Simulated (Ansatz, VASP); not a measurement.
**Two plane-wave programs on Mg2Zn3O**

```
CELL_PARAMETERS angstrom
3.03034 0.00000 0.00000
-1.51517 2.62435 0.00000
0.00000 0.00000 11.09353
ATOMIC_POSITIONS crystal
Mg 0.66667 0.33333 0.88755
Mg 0.33333 0.66667 0.11245
Zn 0.33333 0.66667 0.68165
Zn 0.00000 0.00000 0.50000
Zn 0.66667 0.33333 0.31835
O 0.00000 0.00000 0.00000
```

Alike in both runs: task single point; functional PBE; k mesh 6 × 6 × 2; occupations gaussian, width 0.1 eV; no spin polarisation.

|  | VASP | Ansatz |
| --- | --- | --- |
| version | VASP 6.6.1 | Ansatz 0.2.0 |
| potentials or method | VASP PAW PBE potentials, release 64 (Mg, Zn, O), cutoff 600 eV | scalar-relativistic, plane waves, PAW |
| valence electrons in the cell | 46 | 62 |

Ansatz gave:

```
gap on the k mesh at the Fermi level (eV)                     : none
pressure (GPa)                                                : 0.2
traceless stress, the component that is largest in VASP (GPa) : 0.09
rms of the force components (eV/Å)                            : 0.003
```

Question: What did VASP give for the same quantities?

Answer: gap on the k mesh at the Fermi level (eV): none; pressure (GPa): 0.1; traceless stress, the component that is largest in VASP (GPa): 0.11; rms of the force components (eV/Å): 0.008.

Atom by atom the forces differ by 0.011 eV/Å (rms over components). A gap of «none» marks a metal or a gap that the smearing closes. With one functional, cell and mesh, what is left measures potentials, basis and numerics. VASP's potentials hold 46 valence electrons a cell and Ansatz's 62, so a difference there can come from the potentials and not from the codes.

The k mesh is coarse, so the values compare programs but aren't converged.
